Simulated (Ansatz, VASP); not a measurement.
Two plane-wave programs on Fe

```
Fe
1.0
    -1.50250    1.50250    1.50250
     1.50250   -1.50250    1.50250
     1.50250    1.50250   -1.50250
Fe
1
Direct
  0.00000 0.00000 0.00000
```

Alike in both runs: task single point; functional PBE; k mesh 8 × 8 × 8; collinear spin.

```csv
,VASP,Ansatz
version,VASP 6.6.1,Ansatz 0.2 development build
potentials or method,"VASP PAW PBE potentials, release 64 (Fe)","PAW hard, scalar-relativistic"
plane-wave cutoff (eV),600,844
occupations,"fermi-dirac, width 0.1 eV",fermi-dirac
```

```tsv
	VASP	Ansatz	Ansatz less VASP
net moment per atom (μB)	2.64	2.64	-0.001
size of the moment on the site where the two differ most (μB)	2.68	2.73	+0.045
```

Site moments also hang on the region over which each program counts them. Ansatz's warnings: negative dielectric reading.

The k mesh is coarse, so the values compare programs but aren't converged.
